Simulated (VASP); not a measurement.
# BaTiO3 (P4mm) in VASP: further runs

Aim: see how the results for BaTiO3 move with the level of theory and the settings. Levels: PBE+D3(BJ), PBE+D4, PBE, RPBE+D4, r2SCAN. Tasks: single point.

Program: VASP 6.6.1. These are calculated values, not measurements. Logs are shortened: lines on timing, memory, paths and dates and some standing lists are left out, and cuts for length are marked.

### 1 The cell of the first run

It takes space group P4mm (No. 99, tetragonal). Conventional cell: a = 3.975 Å, b = 3.975 Å, c = 4.104 Å, α = 90.00°, β = 90.00°, γ = 90.00°. Ba (site symmetry 4mm) has 12 O at 2.79 to 2.92 Å and 8 Ti at 3.44 to 3.52 Å within 3.7 Å. Ti (site symmetry 4mm) has 6 O at 1.83 to 2.27 Å within 2.4 Å. O (site symmetry 2mm) has 2 Ti at 1.99 Å within 2.6 Å. O (site symmetry 4mm) has 2 Ti at 1.83 to 2.27 Å within 2.4 Å.

### 2 Single point, PBE+D3(BJ)

Contents of INCAR:

```
SYSTEM = BaTiO3
PREC = Accurate ; ENCUT = 520
EDIFF = 1E-7 ; ISMEAR = -1
SIGMA = 0.05 ; LREAL = .FALSE.
LASPH = .TRUE. ; NELM = 100
ALGO = Normal ; ISIF = 2
LWAVE = .FALSE. ; LCHARG = .FALSE.
GGA = PE ; IVDW = 12
NBANDS = 28
```

Contents of KPOINTS:

```
regular mesh
0
G
  7 7 7
  0 0 0
```

Contents of POSCAR:

```
BaTiO3
1.0
    3.9754636837      0.0000000000      0.0000000000
    0.0000000000      3.9754636837      0.0000000000
    0.0000000000      0.0000000000      4.1041092367
Ba Ti O
1 1 3
Direct
    0.0000000000      0.0000000000     -0.0044122729
    0.5000000000      0.5000000000      0.4783375397
    0.0000000000      0.5000000000      0.5183776312
    0.5000000000      0.0000000000      0.5183776312
    0.5000000000      0.5000000000      0.0323194707
```

Potentials or basis: VASP PAW PBE potentials, release 64 (Ba_sv, Ti_sv, O).

The run is started by

```bash
$ cat potpaw_PBE.64/Ba_sv/POTCAR potpaw_PBE.64/Ti_sv/POTCAR potpaw_PBE.64/O/POTCAR > POTCAR
$ mpirun -np 1 vasp_std > vasp.out
```

OUTCAR:

```text
SYSTEM = BaTiO3
   PREC = Accurate
   ENCUT = 520
   EDIFF = 1E-7
   ISMEAR = -1
   LREAL = .FALSE.
   LASPH = .TRUE.
   NELM = 100
   ISIF = 2
   GGA = PE
   IVDW = 12
 IVDW          = 12

 ion  position               nearest neighbor table
   1  0.000  0.000  0.996-   3 2.79   4 2.79   3 2.79   4 2.79   5 2.82   5 2.82   5 2.82   5 2.82
                             4 2.92   3 2.92   4 2.92   3 2.92   2 3.44   2 3.44   2 3.44   2 3.44
   2  0.500  0.500  0.478-   5 1.83   4 1.99   3 1.99   4 1.99   3 1.99   5 2.27   1 3.44   1 3.44
                             1 3.44   1 3.44   1 3.52   1 3.52   1 3.52   1 3.52
   3  0.000  0.500  0.518-   2 1.99   2 1.99   1 2.79   1 2.79   1 2.92   1 2.92
   4  0.500  0.000  0.518-   2 1.99   2 1.99   1 2.79   1 2.79   1 2.92   1 2.92
   5  0.500  0.500  0.032-   2 1.83   2 2.27   1 2.82   1 2.82   1 2.82   1 2.82

  LATTYP: Found a simple tetragonal cell.
 ALAT       =     3.9754636837
 C/A-ratio  =     1.0323598864

  Lattice vectors:

 A1 = (   3.9754636837,   0.0000000000,   0.0000000000)
 A2 = (   0.0000000000,   3.9754636837,   0.0000000000)
 A3 = (   0.0000000000,   0.0000000000,   4.1041092367)

Analysis of symmetry for initial positions (statically):
=====================================================================
 Subroutine PRICEL returns:
 Original cell was already a primitive cell.

 Routine SETGRP: Setting up the symmetry group for a
 simple tetragonal supercell.

 Subroutine GETGRP returns: Found  8 space group operations
 (whereof  8 operations were pure point group operations)
 out of a pool of 16 trial point group operations.

The static configuration has the point symmetry C_4v.

Analysis of symmetry for dynamics (positions and initial velocities):
=====================================================================
 Subroutine PRICEL returns:
 Original cell was already a primitive cell.

 Routine SETGRP: Setting up the symmetry group for a
 simple tetragonal supercell.

 Subroutine GETGRP returns: Found  8 space group operations
 (whereof  8 operations were pure point group operations)
 out of a pool of 16 trial point group operations.

The dynamic configuration has the point symmetry C_4v.

 Subroutine INISYM returns: Found  8 space group operations
 (whereof  8 operations are pure point group operations),
 and found     1 'primitive' translations
[... 98 lines left out ...]
   LASPH  =      T    aspherical Exc in radial PAW
   ENCUT  =  520.0 eV  38.22 Ry    6.18 a.u.   7.39  7.39  7.63*2*pi/ulx,y,z
   NELM   =    100;   NELMIN=  2; NELMDL= -5     # of ELM steps
   EDIFF  = 0.1E-06   stopping-criterion for ELM
   LREAL  =      F    real-space projection
   EDIFFG = 0.1E-05   stopping-criterion for IOM
   NSW    =      0    number of steps for IOM
   IBRION =     -1    ionic relax: 0-MD 1-quasi-New 2-CG
   NFREE  =      0    steps in history (QN), initial steepest desc. (CG)
   ISIF   =      2    stress and relaxation
   ISYM   =      2    0-nonsym 1-usesym 2-fastsym
   POTIM  = 0.5000    time-step for ionic-motion
   TEBEG  =    0.0;   TEEND  =   0.0 temperature during run
   PSTRESS=    0.0 pullay stress
   NELECT =      40.0000    total number of electrons
   NUPDOWN=      -1.0000    fix difference up-down
   EMIN   =  10.00;   EMAX   =-10.00  energy-range for DOS
   EFERMI =   0.00;   METHOD = LEGACY
   ISMEAR =    -1;   SIGMA  =   0.05  broadening in eV -4-tet -1-fermi 0-gaus
   EFERMI_NEDOS =   21; number of points for ismear=-14 and -15
   IALGO  =     38    algorithm
   IMIX   =      4    mixing-type and parameters
     AMIX     =   0.40;   BMIX     =  1.00
     AMIX_MAG =   1.60;   BMIX_MAG =  1.00
  volume/ion in A,a.u.               =      12.97        87.54
  Fermi-wavevector in a.u.,A,eV,Ry     =   1.393467  2.633271 26.419113  1.941750
  Thomas-Fermi vector in A             =   2.517110
   LORBIT       =      0    0 simple, 1 ext, 2 COOP (PROOUT), +10 PAW based schemes
   GGA     = PE    functional components
   LHFCALC =     F    Hartree Fock is set to
   AEXX    =    0.0000 exact exchange contribution
   IVDW    =    12    specifies the selected vdW correction
   LEPSILON=     F    determine dielectric tensor
   LRPA    =     F    only Hartree local field effects (RPA)
 non-spin polarized calculation
  energy-cutoff  :      520.00
  volume of cell :       64.86
 maximum number of plane-waves:      1779
 NGX is ok and might be reduce to    30
   NGX = 15   NGY = 15   NGZ = 15

 number of electron      39.9999984 magnetization

 Free energy of the ion-electron system (eV)
  ---------------------------------------------------
  ext. energy  EPLUGINS =         0.00000000
  ---------------------------------------------------
  free energy    TOTEN  =       -40.00890650 eV

  energy without entropy =      -40.00890650  energy(sigma->0) =      -40.00890650

 E-fermi :   4.7968     XC(G=0): -11.1829

 val. band max:        3.7762311154   @ k =   0.4286   0.4286   0.4286
 cond. band min:       5.6896393125   @ k =   0.0000   0.0000   0.0000
 fundamental gap:      1.9134081971
 Fermi energy:         4.7967530133

 k-point     1 :       0.0000    0.0000    0.0000
  band No.  band energies     occupation
      1     -52.6951      2.00000
      2     -29.0002      2.00000
      3     -28.9047      2.00000
      4     -28.9047      2.00000
      5     -21.1352      2.00000
      6     -13.1197      2.00000
[... 733 lines left out ...]
     27      12.0471      0.00000
     28      12.5941      0.00000

 [... further k-points ...]

------------------------ aborting loop because EDIFF is reached ----------------------------------------

 Edisp (eV)   -1.30956

 E8    (eV) :    -0.5955

  FORCE on cell =-STRESS in cart. coord.  units (eV):
  Direction    XX          YY          ZZ          XY          YZ          ZX
  --------------------------------------------------------------------------------------
  -------------------------------------------------------------------------------------
  Total       0.52601     0.52601     0.55466     0.00000     0.00000     0.00000
  in kB      12.99306    12.99306    13.70067     0.00000     0.00000     0.00000
  external pressure =       13.23 kB  Pullay stress =        0.00 kB

 VOLUME and BASIS-vectors are now :
 -----------------------------------------------------------------------------
  energy-cutoff  :      520.00
  volume of cell :       64.86
      direct lattice vectors                 reciprocal lattice vectors
     3.975463684  0.000000000  0.000000000     0.251542985  0.000000000  0.000000000
     0.000000000  3.975463684  0.000000000     0.000000000  0.251542985  0.000000000
     0.000000000  0.000000000  4.104109237     0.000000000  0.000000000  0.243658232

 POSITION                                       TOTAL-FORCE (eV/Angst)
 -----------------------------------------------------------------------------------
      0.00000      0.00000      4.08600         0.000000     -0.000000      0.033134
      1.98773      1.98773      1.96315         0.000000     -0.000000      0.075570
      0.00000      1.98773      2.12748        -0.000000     -0.000000     -0.021795
      1.98773      0.00000      2.12748         0.000000     -0.000000     -0.021795
      1.98773      1.98773      0.13264         0.000000      0.000000     -0.065113
 -----------------------------------------------------------------------------------
    total drift:                                0.000000      0.000000     -0.000218

  FREE ENERGIE OF THE ION-ELECTRON SYSTEM (eV)
  ---------------------------------------------------
  free  energy   TOTEN  =       -41.3184691642 eV

  energy  without entropy=      -41.3184691638  energy(sigma->0) =      -41.31846916
```

Wall time 84 s (1 thread of Intel Xeon Platinum 8488C (Sapphire Rapids), shared host); peak memory 0.23 GiB.

What came out:

* Free energy: -41.3185 eV
* Pressure: 1.3 GPa
* Largest force: 0.076 eV/Å
* Band gap on the k mesh: 1.91 eV, indirect (least direct gap 2.28 eV)
* Dispersion energy per atom: -0.262 eV

Forces in eV/Å, atoms in the order of the input:
```
Ba   0.000  0.000  0.033
Ti   0.000  0.000  0.076
O    0.000  0.000 -0.022
O    0.000  0.000 -0.022
O    0.000  0.000 -0.065
```

Levels at points of the mesh, in eV from the valence-band top:
| k point | band 17 | band 18 | band 19 | band 20 | band 21 | band 22 | band 23 | band 24 |
| --- | --- | --- | --- | --- | --- | --- | --- | --- |
| (0.00, 0.00, 0.00) | -1.16 | -0.55 | -0.37 | -0.37 | 1.91 | 2.39 | 2.39 | 4.18 |

Caveat: three body term missing; spin-orbit coupling is left out, which moves the levels of the heavy elements. A k mesh can miss the band edges.

### 3 Single point, PBE+D4

This run uses another cell than the first one, of 13.01 Å³/atom, 1.003 times its volume.

Contents of INCAR:

```
  PREC = Accurate
  ENCUT = 520
  EDIFF = 1E-6
  ISMEAR = -1
  SIGMA = 0.05
  LREAL = False
  LASPH = True
  NELM = 60
  ALGO = Normal
  ISIF = 2
  LWAVE = False
  LCHARG = False
  GGA = PE
  IVDW = 13
  NBANDS = 28
```

Contents of KPOINTS:

```
Automatic mesh
0
Gamma
  7 7 7
```

Contents of POSCAR:

```
BaTiO3
1.0
    3.9730081447      0.0000000000      0.0000000000
    0.0000000000      3.9730081447      0.0000000000
    0.0000000000      0.0000000000      4.1197862478
Ba Ti O
1 1 3
Direct
    0.0000000000      0.0000000000     -0.0062069082
    0.5000000000      0.5000000000      0.4771117757
    0.0000000000      0.5000000000      0.5189362370
    0.5000000000      0.0000000000      0.5189362370
    0.5000000000      0.5000000000      0.0342226585
```

Potentials or basis: VASP PAW PBE potentials, release 64 (Ba_sv, Ti_sv, O).

The run is started by

```bash
$ cat potpaw_PBE.64/Ba_sv/POTCAR potpaw_PBE.64/Ti_sv/POTCAR potpaw_PBE.64/O/POTCAR > POTCAR
$ mpirun -np 1 vasp_std > vasp.out
```

It took 92 s on 1 thread of Intel Xeon Platinum 8488C (Sapphire Rapids), shared host; peak memory 0.22 GiB.

The run converged. Its results:

```yaml
Free_energy: -41.0782 eV
Pressure: 1.7 GPa
Largest_force: 0.071 eV/Å
Band_gap_on_the_k_mesh: 1.92 eV, indirect (least direct gap 2.31 eV)
Dispersion_energy_per_atom: -0.213 eV
```

Forces on the atoms (eV/Å):
```
Ba   0.000  0.000  0.043
Ti   0.000  0.000  0.071
O    0.000  0.000 -0.022
O    0.000  0.000 -0.022
O    0.000  0.000 -0.070
```

Levels at points of the mesh, in eV from the valence-band top:
```csv
k point,band 16,band 17,band 18,band 19,band 20,band 21,band 22,band 23,band 24,band 25
"(0.00, 0.00, 0.00)",-1.47,-1.18,-0.61,-0.39,-0.39,1.92,2.44,2.44,4.19,4.36
```

Caveat: spin-orbit coupling is left out, which moves the levels of the heavy elements.

### 4 Single point, PBE

This run uses another cell than the first one, of 13.34 Å³/atom, 1.028 times its volume.

Contents of INCAR:

```
PREC     = Accurate       # precision mode
ENCUT    = 520            # plane-wave cutoff, eV
EDIFF    = 1E-6           # SCF threshold, eV
ISMEAR   = -1             # smearing method
SIGMA    = 0.05           # smearing width, eV
LREAL    = F              # projectors in reciprocal space
LASPH    = T              # aspherical terms in the spheres
NELM     = 80             # most SCF steps
ALGO     = Normal         # electronic algorithm
ISIF     = 2              # what is computed and relaxed
LWAVE    = F              # write WAVECAR
LCHARG   = F              # write CHGCAR
GGA      = PE             # functional
NBANDS   = 28             # bands
```

KPOINTS is that of step 3.

Contents of POSCAR:

```
BaTiO3
1.0
    3.9862170495      0.0000000000      0.0000000000
    0.0000000000      3.9862170495      0.0000000000
    0.0000000000      0.0000000000      4.1980520886
Ba Ti O
1 1 3
Direct
    0.0000000000      0.0000000000     -0.0104278012
    0.5000000000      0.5000000000      0.4722949751
    0.0000000000      0.5000000000      0.5202803669
    0.5000000000      0.0000000000      0.5202803669
    0.5000000000      0.5000000000      0.0405720923
```

Potentials or basis: VASP PAW PBE potentials, release 64 (Ba_sv, Ti_sv, O).

The run is started by

```bash
$ cat potpaw_PBE.64/Ba_sv/POTCAR potpaw_PBE.64/Ti_sv/POTCAR potpaw_PBE.64/O/POTCAR > POTCAR
$ mpirun -np 1 vasp_std > vasp.out
```

OUTCAR:

```text
PREC = Accurate
   ENCUT = 520
   EDIFF = 1E-6
   ISMEAR = -1
   LREAL = F
   LASPH = T
   NELM = 80
   ISIF = 2
   GGA = PE

 ion  position               nearest neighbor table
   1  0.000  0.000  0.990-   3 2.80   4 2.80   3 2.80   4 2.80   5 2.83   5 2.83   5 2.83   5 2.83
                             4 2.99   3 2.99   4 2.99   3 2.99   2 3.47   2 3.47   2 3.47   2 3.47
   2  0.500  0.500  0.472-   5 1.81   4 2.00   3 2.00   4 2.00   3 2.00   5 2.39   1 3.47   1 3.47
                             1 3.47   1 3.47   1 3.56   1 3.56   1 3.56   1 3.56
   3  0.000  0.500  0.520-   2 2.00   2 2.00   1 2.80   1 2.80   1 2.99   1 2.99
   4  0.500  0.000  0.520-   2 2.00   2 2.00   1 2.80   1 2.80   1 2.99   1 2.99
   5  0.500  0.500  0.041-   2 1.81   2 2.39   1 2.83   1 2.83   1 2.83   1 2.83

  LATTYP: Found a simple tetragonal cell.
 ALAT       =     3.9862170495
 C/A-ratio  =     1.0531418727

  Lattice vectors:

 A1 = (   3.9862170495,   0.0000000000,   0.0000000000)
 A2 = (   0.0000000000,   3.9862170495,   0.0000000000)
 A3 = (   0.0000000000,   0.0000000000,   4.1980520886)

Analysis of symmetry for initial positions (statically):
=====================================================================
 Subroutine PRICEL returns:
 Original cell was already a primitive cell.

 Routine SETGRP: Setting up the symmetry group for a
 simple tetragonal supercell.

 Subroutine GETGRP returns: Found  8 space group operations
 (whereof  8 operations were pure point group operations)
 out of a pool of 16 trial point group operations.

The static configuration has the point symmetry C_4v.

Analysis of symmetry for dynamics (positions and initial velocities):
=====================================================================
 Subroutine PRICEL returns:
 Original cell was already a primitive cell.

 Routine SETGRP: Setting up the symmetry group for a
 simple tetragonal supercell.

 Subroutine GETGRP returns: Found  8 space group operations
 (whereof  8 operations were pure point group operations)
[... 124 lines left out ...]
   EFERMI_NEDOS =   21; number of points for ismear=-14 and -15
   IALGO  =     38    algorithm
   IMIX   =      4    mixing-type and parameters
     AMIX     =   0.40;   BMIX     =  1.00
     AMIX_MAG =   1.60;   BMIX_MAG =  1.00
  volume/ion in A,a.u.               =      13.34        90.03
  Fermi-wavevector in a.u.,A,eV,Ry     =   1.380506  2.608778 25.929935  1.905796
  Thomas-Fermi vector in A             =   2.505377
   LORBIT       =      0    0 simple, 1 ext, 2 COOP (PROOUT), +10 PAW based schemes
   GGA     = PE    functional components
   LHFCALC =     F    Hartree Fock is set to
   AEXX    =    0.0000 exact exchange contribution
   IVDW    =     0    specifies the selected vdW correction
   LEPSILON=     F    determine dielectric tensor
   LRPA    =     F    only Hartree local field effects (RPA)
 non-spin polarized calculation
  energy-cutoff  :      520.00
  volume of cell :       66.71
 maximum number of plane-waves:      1828
 NGX is ok and might be reduce to    30
   NGX = 15   NGY = 15   NGZ = 15

 number of electron      39.9999983 magnetization

 Free energy of the ion-electron system (eV)
  ---------------------------------------------------
  ext. energy  EPLUGINS =         0.00000000
  ---------------------------------------------------
  free energy    TOTEN  =       -40.04019522 eV

  energy without entropy =      -40.04019522  energy(sigma->0) =      -40.04019522

 E-fermi :   4.6452     XC(G=0): -11.0258

 val. band max:        3.6386846904   @ k =   0.4286   0.4286   0.4286
 cond. band min:       5.5344593354   @ k =   0.0000   0.0000   0.0000
 fundamental gap:      1.8957746451
 Fermi energy:         4.6452163206

 k-point     1 :       0.0000    0.0000    0.0000
  band No.  band energies     occupation
      1     -52.9043      2.00000
      2     -29.2395      2.00000
      3     -29.1017      2.00000
      4     -29.1017      2.00000
      5     -21.4394      2.00000
      6     -13.2679      2.00000
[... 733 lines left out ...]
     27      11.5897      0.00000
     28      12.2146      0.00000

 [... further k-points ...]
[... 5 lines left out ...]
  --------------------------------------------------------------------------------------
  -------------------------------------------------------------------------------------
  Total        0.6477606      0.6477606      0.6966784      0.0000000     -0.0000000      0.0000000
  in kB       15.5580575     15.5580575     16.7329765      0.0000000     -0.0000000      0.0000000
  external PRESSURE =      15.9496972 kB  Pullay stress =       0.0000000 kB

 VOLUME and BASIS-vectors are now :
 -----------------------------------------------------------------------------
  energy-cutoff  :      520.00
  volume of cell :       66.71
      direct lattice vectors                 reciprocal lattice vectors
     3.986217049  0.000000000  0.000000000     0.250864413  0.000000000  0.000000000
     0.000000000  3.986217049  0.000000000     0.000000000  0.250864413  0.000000000
     0.000000000  0.000000000  4.198052089     0.000000000  0.000000000  0.238205715

 POSITION                                       TOTAL-FORCE (eV/Angst)
 -----------------------------------------------------------------------------------
      0.00000      0.00000      4.15428        -0.000000     -0.000000      0.047278
      1.99311      1.99311      1.98272        -0.000000      0.000000      0.082767
      0.00000      1.99311      2.18416         0.000000     -0.000000     -0.024676
      1.99311      0.00000      2.18416        -0.000000     -0.000000     -0.024676
      1.99311      1.99311      0.17032        -0.000000     -0.000000     -0.080693
 -----------------------------------------------------------------------------------
    total drift:                                0.000000      0.000000      0.000276

  FREE ENERGIE OF THE ION-ELECTRON SYSTEM (eV)
  ---------------------------------------------------
  free  energy   TOTEN  =       -40.0401952205 eV

  energy  without entropy=      -40.0401952199  energy(sigma->0) =      -40.04019522
```

stdout:

```text
POSCAR found type information on POSCAR BaTiO
 POSCAR found :  3 types and       5 ions
 scaLAPACK will be used
 LDA part: xc-table for (Slater+PW92), standard interpolation
 POSCAR, INCAR and KPOINTS ok, starting setup
 FFT: planning ... GRIDC
 FFT: planning ... GRID_SOFT
 FFT: planning ... GRID
 WAVECAR not read
 entering main loop
```

Wall time 72 s (1 thread of Intel Xeon Platinum 8488C (Sapphire Rapids), shared host); peak memory 0.22 GiB.

Results:

* Free energy: -40.0402 eV
* Pressure: 1.6 GPa
* Largest force: 0.083 eV/Å
* Band gap on the k mesh: 1.90 eV, indirect (least direct gap 2.35 eV)

Forces on the atoms (eV/Å):
```
Ba   0.000  0.000  0.047
Ti   0.000  0.000  0.083
O    0.000  0.000 -0.025
O    0.000  0.000 -0.025
O    0.000  0.000 -0.081
```

Levels at points of the mesh, in eV from the valence-band top:
| k point | band 16 | band 17 | band 18 | band 19 | band 20 | band 21 | band 22 | band 23 | band 24 | band 25 |
| --- | --- | --- | --- | --- | --- | --- | --- | --- | --- | --- |
| (0.00, 0.00, 0.00) | -1.63 | -1.22 | -0.82 | -0.46 | -0.46 | 1.90 | 2.54 | 2.54 | 4.11 | 4.32 |

Caveat: spin-orbit coupling is left out, which moves the levels of the heavy elements.

(Continued in part 2 of 2.)
